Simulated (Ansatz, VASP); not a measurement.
# Two plane-wave programs on TiAl

INCAR

```
PREC = Accurate
ENCUT = 520
EDIFF = 1E-6
ISMEAR = 0
SIGMA = 0.1
LREAL = False
LASPH = True
NELM = 100
ALGO = Fast
ISIF = 2
LWAVE = False
LCHARG = False
GGA = PE
NBANDS = 14
```

File KPOINTS:

```
regular mesh
0
Gamma
  14 14 14
```

The input POSCAR:

```
TiAl
1.0
    3.2178532959      0.0000000000      0.0000000000
    0.0000000000      3.2178532959      0.0000000000
    0.0000000000      0.0000000000      3.2178532959
Ti Al
1 1
Direct
    0.5000000000      0.5000000000      0.5000000000
    0.0000000000      0.0000000000      0.0000000000
```

Input for Ansatz:

```yaml
crystal:
  lattice:
    - [3.2178532959, 0.0, 0.0]
    - [0.0, 3.2178532959, 0.0]
    - [0.0, 0.0, 3.2178532959]
  atoms:
    - { symbol: Ti, position: [0.5, 0.5, 0.5] }
    - { symbol: Al, position: [0.0, 0.0, 0.0] }
basis:
  ecutwfc: 420
kpoints:
  mp_grid: { grid: [14, 14, 14] }
hamiltonian:
  xc: pbe
scf:
  occupations: { method: gaussian, width: 0.1 }
output:
  forces: true
  stress: true
  eigenvalues: true
```

Alike in both runs: task single point; functional PBE; k mesh 14 × 14 × 14; occupations gaussian, width 0.1 eV; no spin polarisation.

|  | VASP | Ansatz |
| --- | --- | --- |
| version | VASP 6.6.1 | Ansatz 0.2.0 |
| potentials or method | VASP PAW PBE potentials, release 64 (Ti_sv, Al), cutoff 520 eV | scalar-relativistic, plane waves, PAW |
| valence electrons in the cell | 15 | 15 |

```csv
,VASP,Ansatz,Ansatz less VASP
gap on the k mesh at the Fermi level (eV),none,none,-
pressure (GPa),-3.1,-3.1,+0.03
```

A gap of «none» marks a metal or a gap that the smearing closes.
